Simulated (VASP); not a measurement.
MoS2, 3 atoms in the cell. The structure is trigonal, space group R-3m (No. 166). Conventional cell: a = 3.128 Å, b = 3.128 Å, c = 18.097 Å, α = 90.00°, β = 90.00°, γ = 120.00°. Within 3.1 Å of Mo (site symmetry -3m) lie 6 S at 2.35 Å. Within 3.1 Å of S (site symmetry 3m) lie 3 Mo at 2.35 Å. 

- Program: VASP 6.6.1
- Task: single point
- Functional: LDA
- Potentials or basis: VASP PAW LDA potentials, release 64 (Mo_sv, S)
- Cutoff: 520 eV
- k mesh: 10 × 10 × 10
- Occupations: fermi-dirac, width 0.05 eV
- Spin: no spin polarisation
- Dipole correction: no
- Further INCAR settings: ALGO = Normal; EDIFF = 1e-06; NBANDS = 20

Potentials or basis: VASP PAW LDA potentials, release 64 (Mo_sv, S).

Run with:

```sh
$ cat potpaw_LDA.64/Mo_sv/POTCAR potpaw_LDA.64/S/POTCAR > POTCAR
$ mpirun -np 1 vasp_std > vasp.out
```

Hardware: 1 thread of Intel(R) Xeon(R) Platinum 8488C (Sapphire Rapids) (shared host).

How long does it take, and how much memory?

It took 4.2 min on 1 thread of Intel(R) Xeon(R) Platinum 8488C (Sapphire Rapids) (shared host), peak memory 0.32 GiB. Counts: scf iterations 13, k points 116.
